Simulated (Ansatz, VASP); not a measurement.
One calculation of AlP5, two programs

```xyz
6
Lattice="7.1157 0.0000 0.0000 0.0000 7.1157 0.0000 0.0000 0.0000 2.2821" Properties=species:S:1:pos:R:3 pbc="T T T"
Al    3.5578    3.5578    0.0000
P     5.4374    5.4374    0.0000
P     1.6783    1.6783    0.0000
P     1.6783    5.4374    0.0000
P     5.4374    1.6783    0.0000
P     0.0000    0.0000    0.0000
```

Alike in both runs: functional PBE; k mesh 4 × 4 × 4; occupations gaussian, width 0.1 eV; no spin polarisation.

Ansatz relaxed the structure, and its values are those at the end. VASP's run is a single point on that final structure, the one shown.

|  | VASP | Ansatz |
| --- | --- | --- |
| version | VASP 6.6.1 | Ansatz 0.2.0 |
| potentials or method | VASP PAW PBE potentials, release 64 (Al, P), cutoff 520 eV | scalar-relativistic, plane waves, PAW |
| valence electrons in the cell | 28 | 28 |

```tsv
	VASP	Ansatz	Ansatz less VASP
gap on the k mesh at the Fermi level (eV)	none	none	-
pressure (GPa)	0.0	0.2	+0.17
rms of the force components (eV/Å)	0.015	0.007	-0.0077
```

A gap of «none» marks a metal or a gap that the smearing closes.

The k mesh is coarse, so the values compare programs but aren't converged.
